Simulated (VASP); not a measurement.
Here is a VASP 6.6.1 calculation.

Contents of INCAR:

```
ALGO = Normal
EDIFF = 1E-6
ENCUT = 520
GGA = PE
ISIF = 2
ISMEAR = 0
LASPH = True
LCHARG = False
LREAL = False
LWAVE = False
NBANDS = 10
NELM = 100
PREC = Accurate
SIGMA = 0.05
```

The input KPOINTS:

```
k-points
0
Gamma
  8 8 8
```

File POSCAR:

```
Re
1.0
    0.0000000000      1.9565336225      1.9565336225
    1.9565336225      0.0000000000      1.9565336225
    1.9565336225      1.9565336225      0.0000000000
Re
1
Direct
    0.0000000000      0.0000000000      0.0000000000
```

Potentials or basis: VASP PAW PBE potentials, release 64 (Re).

Command:

```bash
$ cat potpaw_PBE.64/Re/POTCAR > POTCAR
$ mpirun -np 1 vasp_std > vasp.out
```

**Question.** Predict the pressure.

**Answer.** -0.5 GPa.
